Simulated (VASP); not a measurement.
**SiPb (rocksalt type): electric field gradients with PBE**

SiPb (rocksalt type):

```
Pb Si
1.0
     0.00000    2.89116    2.89116
     2.89116    0.00000    2.89116
     2.89116    2.89116    0.00000
Pb Si
1 1
Direct
  0.00000 0.00000 0.00000
  0.50000 0.50000 0.50000
```

| Item | Value |
| --- | --- |
| Program | VASP 6.6.1 |
| Task | electric field gradients |
| Functional | PBE |
| Potentials or basis | VASP PAW PBE potentials, release 64 (Pb_d, Si) |
| Cutoff | 520 eV |
| k mesh | 13 × 13 × 13 |
| Occupations | fermi-dirac, width 0.05 eV |
| Spin | no spin polarisation |
| Dipole correction | no |
| Further INCAR settings | ALGO = Normal; EDIFF = 1e-08; NBANDS = 16 |

| Property | Result |
| --- | --- |
| Pressure | 2.3 GPa |
| Band gap on the k mesh | zero (bands 9 and 10 overlap by 3.53 eV) |
| Largest electric field gradient by atom | under 0.05 V/Å² on every atom |

Levels at points of the mesh, in eV from the Fermi level:
```csv
k point,band 5,band 6,band 7,band 8,band 9,band 10,band 11,band 12,band 13,band 14
"(0.00, 0.00, 0.00)",-16.71,-11.96,-1.05,0.13,0.13,0.13,6.20,6.20,6.20,6.33
```

Wall time 29 s on 1 thread of Intel(R) Xeon(R) 6975P-C (Granite Rapids) (shared host), peak memory 0.21 GiB.

Caveat: spin-orbit coupling is left out, which moves the levels of the heavy elements.
